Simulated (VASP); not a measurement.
# Co (P6_3/mmc) in VASP: settings compared

The runs below take Co through single point, with PBEsol+D3(BJ), PBEsol.

All numbers are computed with VASP 6.6.1; they aren't measurements. Logs are shortened: lines on timing, memory, paths and dates and some standing lists are left out, and cuts for length are marked.

## (1) The cell of the first run

Symmetry: P6_3/mmc, No. 194, hexagonal system. Conventional cell: a = 2.435 Å, b = 2.435 Å, c = 3.931 Å, α = 90.00°, β = 90.00°, γ = 120.00°. Co (site symmetry -6m2) has 12 Co at 2.42 to 2.44 Å within 3.2 Å.

## (2) Single point, PBEsol+D3(BJ), collinear spin, ferromagnetic start

The input, INCAR:

```
SYSTEM = Co
PREC     = Accurate       ! precision mode
ENCUT    = 600            ! plane-wave cutoff, eV
EDIFF    = 1E-6           ! SCF threshold, eV
ISMEAR   = -1             ! smearing method
SIGMA    = 0.05           ! smearing width, eV
LREAL    = .FALSE.        ! projectors in reciprocal space
LASPH    = .TRUE.         ! aspherical terms in the spheres
NELM     = 200            ! most SCF steps
ALGO     = Normal         ! electronic algorithm
ISIF     = 2              ! what is computed and relaxed
LWAVE    = .FALSE.        ! write WAVECAR
LCHARG   = .FALSE.        ! write CHGCAR
ISPIN    = 2              ! spin polarisation
MAGMOM   = 2 2            ! initial moments
LORBIT   = 11             ! projections on sites
LMAXMIX  = 4              ! l up to which the mixer works
GGA      = PS             ! functional
IVDW     = 12             ! dispersion correction
NBANDS   = 20             ! bands
GGA_COMPAT= .FALSE.
```

The input, KPOINTS:

```
Automatic mesh
0
G
  12 12 7
  0 0 0
```

The input, POSCAR:

```
Co
1.0
    2.4351233396      0.0000000000      0.0000000000
   -1.2175616698      2.1088786735      0.0000000000
    0.0000000000      0.0000000000      3.9306173157
Co
2
Direct
    0.6666666667      0.3333333333      0.7500000000
    0.3333333333      0.6666666667      0.2500000000
```

Potentials or basis: VASP PAW PBE potentials, release 64 (Co).

Run with:

```bash
$ cat potpaw_PBE.64/Co/POTCAR > POTCAR
$ mpirun -np 1 vasp_std > vasp.out
```

OUTCAR:

```text
SYSTEM = Co
   PREC = Accurate
   ENCUT = 600
   EDIFF = 1E-6
   ISMEAR = -1
   LREAL = .FALSE.
   LASPH = .TRUE.
   NELM = 200
   ISIF = 2
   ISPIN = 2
   LORBIT = 11
   GGA = PS
   IVDW = 12
 IVDW          = 12

 ion  position               nearest neighbor table
   1  0.667  0.333  0.750-   2 2.42   2 2.42   2 2.42   2 2.42   2 2.42   2 2.42
   2  0.333  0.667  0.250-   1 2.42   1 2.42   1 2.42   1 2.42   1 2.42   1 2.42

  LATTYP: Found a hexagonal cell.
 ALAT       =     2.4351233396
 C/A-ratio  =     1.6141347963

  Lattice vectors:

 A1 = (   2.4351233396,   0.0000000000,   0.0000000000)
 A2 = (  -1.2175616698,   2.1088786735,   0.0000000000)
 A3 = (   0.0000000000,   0.0000000000,   3.9306173157)

Analysis of symmetry for initial positions (statically):
=====================================================================
 Subroutine PRICEL returns:
 Original cell was already a primitive cell.

 Routine SETGRP: Setting up the symmetry group for a
 hexagonal supercell.

 Subroutine GETGRP returns: Found 24 space group operations
 (whereof 12 operations were pure point group operations)
 out of a pool of 24 trial point group operations.

The static configuration has the point symmetry D_3d.
 The point group associated with its full space group is D_6h.

Analysis of symmetry for dynamics (positions and initial velocities):
=====================================================================
 Subroutine PRICEL returns:
 Original cell was already a primitive cell.

 Routine SETGRP: Setting up the symmetry group for a
 hexagonal supercell.

 Subroutine GETGRP returns: Found 24 space group operations
 (whereof 12 operations were pure point group operations)
 out of a pool of 24 trial point group operations.

The dynamic configuration has the point symmetry D_3d.
 The point group associated with its full space group is D_6h.

Analysis of structural, dynamic, and magnetic symmetry:
=====================================================================
 Subroutine PRICEL returns:
 Original cell was already a primitive cell.

 Routine SETGRP: Setting up the symmetry group for a
 hexagonal supercell.

 Subroutine GETGRP returns: Found 24 space group operations
 (whereof 12 operations were pure point group operations)
 out of a pool of 24 trial point group operations.

The overall configuration has the point symmetry D_3d.
 The point group associated with its full space group is D_6h.

 Subroutine INISYM returns: Found 24 space group operations
 (whereof 12 operations are pure point group operations),
 and found     1 'primitive' translations
[... 117 lines left out ...]
  Fermi-wavevector in a.u.,A,eV,Ry     =   1.575752  2.977740 33.783193  2.482995
  Thomas-Fermi vector in A             =   2.676689
   LORBIT       =     11    0 simple, 1 ext, 2 COOP (PROOUT), +10 PAW based schemes
   GGA     = PS    functional components
   LHFCALC =     F    Hartree Fock is set to
   AEXX    =    0.0000 exact exchange contribution
   IVDW    =    12    specifies the selected vdW correction
   LEPSILON=     F    determine dielectric tensor
   LRPA    =     F    only Hartree local field effects (RPA)
 spin polarized calculation
  energy-cutoff  :      600.00
  volume of cell :       20.19
 maximum number of plane-waves:       699
 NGX is ok and might be reduce to    20
   NGX =  9   NGY =  9   NGZ = 15

 number of electron      18.0000004 magnetization       3.0417389

 Free energy of the ion-electron system (eV)
  ---------------------------------------------------
  ext. energy  EPLUGINS =         0.00000000
  ---------------------------------------------------
  free energy    TOTEN  =       -15.46756485 eV

  energy without entropy =      -15.45321750  energy(sigma->0) =      -15.46039118

 E-fermi :  11.1230     XC(G=0): -14.0126

 val. band max:       11.1229601895   @ k =   0.1667   0.0833   0.1429
 cond. band min:      11.1315494372   @ k =   0.1667   0.1667   0.2857
 fundamental gap:      0.0085892477
 Fermi energy:        11.1229913042

 spin component 1

 k-point     1 :       0.0000    0.0000    0.0000
  band No.  band energies     occupation
      1       1.7260      1.00000
      2       5.6411      1.00000
      3       8.4566      1.00000
      4       8.4724      1.00000
      5       8.4724      1.00000
      6       8.8305      1.00000
[... 541 lines left out ...]
     19      35.4311      0.00000
     20      37.0870      0.00000

 [... further k-points ...]

 spin component 2

 k-point     1 :       0.0000    0.0000    0.0000
  band No.  band energies     occupation
      1       1.7953      1.00000
      2       6.5520      1.00000
      3       9.9944      1.00000
      4       9.9981      1.00000
      5       9.9981      1.00000
      6      10.4089      1.00000
[... 541 lines left out ...]
     19      35.8884      0.00000
     20      37.4498      0.00000

 [... further k-points ...]

------------------------ aborting loop because EDIFF is reached ----------------------------------------

 Edisp (eV)   -0.81835

 E8    (eV) :    -0.5417

  FORCE on cell =-STRESS in cart. coord.  units (eV):
  Direction    XX          YY          ZZ          XY          YZ          ZX
  --------------------------------------------------------------------------------------
  -------------------------------------------------------------------------------------
  Total      -0.13811    -0.13811    -0.14387    -0.00000     0.00000     0.00000
  in kB     -10.96220   -10.96220   -11.41928    -0.00000     0.00000     0.00000
  external pressure =      -11.11 kB  Pullay stress =        0.00 kB

 VOLUME and BASIS-vectors are now :
 -----------------------------------------------------------------------------
  energy-cutoff  :      600.00
  volume of cell :       20.19
      direct lattice vectors                 reciprocal lattice vectors
     2.435123340  0.000000000  0.000000000     0.410656817  0.237092824  0.000000000
    -1.217561670  2.108878674  0.000000000     0.000000000  0.474185648  0.000000000
     0.000000000  0.000000000  3.930617316     0.000000000  0.000000000  0.254412964

 POSITION                                       TOTAL-FORCE (eV/Angst)
 -----------------------------------------------------------------------------------
      1.21756      0.70296      2.94796        -0.000000     -0.000000      0.000000
     -0.00000      1.40592      0.98265         0.000000      0.000000      0.000000
 -----------------------------------------------------------------------------------
    total drift:                                0.000000     -0.000000     -0.000000

  FREE ENERGIE OF THE ION-ELECTRON SYSTEM (eV)
  ---------------------------------------------------
  free  energy   TOTEN  =       -16.2859174141 eV

  energy  without entropy=      -16.2715700551  energy(sigma->0) =      -16.27874373

 total charge

# of ion       s       p       d       tot
------------------------------------------
    1        0.519   0.590   7.313   8.423
    2        0.519   0.590   7.313   8.423
--------------------------------------------------
tot          1.039   1.181  14.626  16.846

 magnetization (x)

# of ion       s       p       d       tot
------------------------------------------
    1       -0.016  -0.051   1.590   1.523
    2       -0.016  -0.051   1.590   1.523
--------------------------------------------------
tot         -0.031  -0.102   3.180   3.046
```

OSZICAR:

```text
N       E                     dE             d eps       ncg     rms          rms(c)
DAV:   1     0.908588531895E+02    0.90859E+02   -0.91184E+03  6400   0.140E+03
DAV:   2    -0.126226449236E+02   -0.10348E+03   -0.92808E+02  6148   0.234E+02
DAV:   3    -0.178128105048E+02   -0.51902E+01   -0.49559E+01  6860   0.621E+01
DAV:   4    -0.178917517097E+02   -0.78941E-01   -0.78877E-01  7420   0.678E+00
DAV:   5    -0.178941624613E+02   -0.24108E-02   -0.24106E-02  7080   0.117E+00    0.171E+01
DAV:   6    -0.158581956711E+02    0.20360E+01   -0.74886E+00  6952   0.582E+01    0.634E+00
DAV:   7    -0.155141412838E+02    0.34405E+00   -0.10674E+00  7380   0.199E+01    0.395E+00
DAV:   8    -0.154849581179E+02    0.29183E-01   -0.14099E-02  8984   0.128E+00    0.184E+00
DAV:   9    -0.154684312504E+02    0.16527E-01   -0.22059E-03 10332   0.898E-01    0.469E-01
DAV:  10    -0.154675648608E+02    0.86639E-03   -0.51763E-04  8016   0.272E-01    0.963E-02
DAV:  11    -0.154675698159E+02   -0.49551E-05   -0.29706E-05  8708   0.810E-02    0.298E-02
DAV:  12    -0.154675664021E+02    0.34138E-05   -0.50831E-06  6632   0.203E-02    0.182E-02
DAV:  13    -0.154675651598E+02    0.12423E-05   -0.18437E-06  5576   0.164E-02    0.826E-03
DAV:  14    -0.154675648548E+02    0.30500E-06   -0.37512E-07  3604   0.545E-03
   1 F= -.16285917E+02 E0= -.16278744E+02  d E =-.143474E-01  mag=     3.0420
```

It took 63 s on 1 thread of Intel Xeon Platinum 8488C (Sapphire Rapids), shared host; peak memory 0.19 GiB.

Results:

```yaml
Free_energy: -16.2859 eV
Pressure: -1.1 GPa
Net_moment: 3.04 μB per cell
Site_moments: Co +1.52 μB
Valence_electrons_inside_the_program's_atomic_spheres: Co 8.42
Dispersion_energy_per_atom: -0.409 eV
```

Levels at points of the mesh, in eV from the Fermi level:
Spin up:
| k point | band 8 | band 9 | band 10 | band 11 | band 12 | band 13 |
| --- | --- | --- | --- | --- | --- | --- |
| (0.00, 0.00, 0.00) | -1.90 | -1.90 | -0.66 | -0.66 | -0.14 | 7.05 |
| (0.50, 0.00, 0.00) | -0.52 | -0.40 | -0.35 | 1.53 | 3.70 | 10.26 |
Spin down:
```tsv
k point	band 4	band 5	band 6	band 7	band 8	band 9	band 10	band 11
(0.00, 0.00, 0.00)	-1.12	-1.12	-0.71	-0.71	-0.26	-0.26	-0.11	1.10
(0.50, 0.00, 0.00)	-1.99	-1.30	-1.18	-0.72	1.25	1.40	1.43	2.75
```

Caveat: the PAW data sets were made with another functional, which shifts forces and pressure a little.

## (3) Single point, PBEsol, collinear spin, ferromagnetic start

This run uses another cell than the first one, of 10.64 Å³/atom.

The input, INCAR:

```
SYSTEM = Co
PREC = Accurate
ENCUT = 600
EDIFF = 1E-6
ISMEAR = 0
SIGMA = 0.1
LREAL = .FALSE.
LASPH = .TRUE.
NELM = 200
ALGO = Normal
ISIF = 2
LWAVE = .FALSE.
LCHARG = .TRUE.
ISPIN = 2
MAGMOM = 2 2
LORBIT = 11
LMAXMIX = 4
GGA = PS
LELF = .TRUE.
LVHAR = .TRUE.
NBANDS = 20
GGA_COMPAT = .FALSE.
```

The input, KPOINTS:

```
regular mesh
0
G
  12 12 7
  0 0 0
```

The input, POSCAR:

```
Co
1.0
    2.4719999032      0.0000000000      0.0000000000
   -1.2359999516      2.1408147143      0.0000000000
    0.0000000000      0.0000000000      4.0211440800
Co
2
Direct
    0.6666666667      0.3333333333      0.7500000000
    0.3333333333      0.6666666667      0.2500000000
```

Potentials or basis: VASP PAW PBE potentials, release 64 (Co).

Run with:

```bash
$ cat potpaw_PBE.64/Co/POTCAR > POTCAR
$ mpirun -np 1 vasp_std > vasp.out
```

OUTCAR:

```text
SYSTEM = Co
   PREC = Accurate
   ENCUT = 600
   EDIFF = 1E-6
   ISMEAR = 0
   LREAL = .FALSE.
   LASPH = .TRUE.
   NELM = 200
   ISIF = 2
   ISPIN = 2
   LORBIT = 11
   GGA = PS

 ion  position               nearest neighbor table
   1  0.667  0.333  0.750-   2 2.47   2 2.47   2 2.47   2 2.47   2 2.47   2 2.47
   2  0.333  0.667  0.250-   1 2.47   1 2.47   1 2.47   1 2.47   1 2.47   1 2.47

  LATTYP: Found a hexagonal cell.
 ALAT       =     2.4719999032
 C/A-ratio  =     1.6266764715

  Lattice vectors:

 A1 = (   2.4719999032,   0.0000000000,   0.0000000000)
 A2 = (  -1.2359999516,   2.1408147143,   0.0000000000)
 A3 = (   0.0000000000,   0.0000000000,   4.0211440800)

Analysis of symmetry for initial positions (statically):
=====================================================================
 Subroutine PRICEL returns:
 Original cell was already a primitive cell.

 Routine SETGRP: Setting up the symmetry group for a
 hexagonal supercell.

 Subroutine GETGRP returns: Found 24 space group operations
 (whereof 12 operations were pure point group operations)
 out of a pool of 24 trial point group operations.

[... 1295 lines left out ...]
     20      35.7544      0.00000

 [... further k-points ...]

------------------------ aborting loop because EDIFF is reached ----------------------------------------

  FORCE on cell =-STRESS in cart. coord.  units (eV):
  Direction    XX          YY          ZZ          XY          YZ          ZX
  --------------------------------------------------------------------------------------
  -------------------------------------------------------------------------------------
  Total       -0.7579848     -0.7579848     -1.1431547     -0.0000000      0.0000000      0.0000000
  in kB      -57.0681669    -57.0681669    -86.0673512     -0.0000000      0.0000000      0.0000000
  external PRESSURE =     -66.7345616 kB  Pullay stress =       0.0000000 kB

 VOLUME and BASIS-vectors are now :
 -----------------------------------------------------------------------------
  energy-cutoff  :      600.00
  volume of cell :       21.28
      direct lattice vectors                 reciprocal lattice vectors
     2.471999903  0.000000000  0.000000000     0.404530760  0.233555943  0.000000000
    -1.235999952  2.140814714  0.000000000     0.000000000  0.467111887  0.000000000
     0.000000000  0.000000000  4.021144080     0.000000000  0.000000000  0.248685444

 POSITION                                       TOTAL-FORCE (eV/Angst)
 -----------------------------------------------------------------------------------
      1.23600      0.71360      3.01586         0.000000      0.000000      0.000000
     -0.00000      1.42721      1.00529        -0.000000      0.000000      0.000000
 -----------------------------------------------------------------------------------
    total drift:                                0.000000     -0.000000     -0.000000

  FREE ENERGIE OF THE ION-ELECTRON SYSTEM (eV)
  ---------------------------------------------------
  free  energy   TOTEN  =       -15.4579462257 eV

  energy  without entropy=      -15.4482186413  energy(sigma->0) =      -15.45308243

 total charge

# of ion       s       p       d       tot
------------------------------------------
    1        0.497   0.542   7.271   8.309
    2        0.497   0.542   7.271   8.309
--------------------------------------------------
tot          0.994   1.084  14.541  16.619

 magnetization (x)

# of ion       s       p       d       tot
------------------------------------------
    1       -0.015  -0.050   1.670   1.605
    2       -0.015  -0.050   1.670   1.605
--------------------------------------------------
tot         -0.029  -0.101   3.339   3.210
```

stdout:

```text
POSCAR found type information on POSCAR Co
 POSCAR found :  1 types and       2 ions
 scaLAPACK will be used
 -----------------------------------------------------------------------------
|                                                                             |
|                                                                             |
|     You enforced a specific xc type in the INCAR file but a different       |
|     I HOPE YOU KNOW WHAT YOU ARE DOING!                                     |
|                                                                             |
 -----------------------------------------------------------------------------

 LDA part: xc-table for (Slater+PW92), standard interpolation
 POSCAR, INCAR and KPOINTS ok, starting setup
 FFT: planning ... GRIDC
 FFT: planning ... GRID_SOFT
 FFT: planning ... GRID
 WAVECAR not read
 entering main loop
```

It took 56 s on 1 thread of Intel Xeon Platinum 8488C (Sapphire Rapids), shared host; peak memory 0.18 GiB.

What came out:

```
Free energy                                           : -15.4579 eV
Pressure                                              : -6.7 GPa
Net moment                                            : 3.19 μB per cell
Site moments                                          : Co +1.60 μB
Valence electrons inside the program's atomic spheres : Co 8.31
```

Caveat: the cell stands under tension; the PAW data sets were made with another functional, which shifts forces and pressure a little.
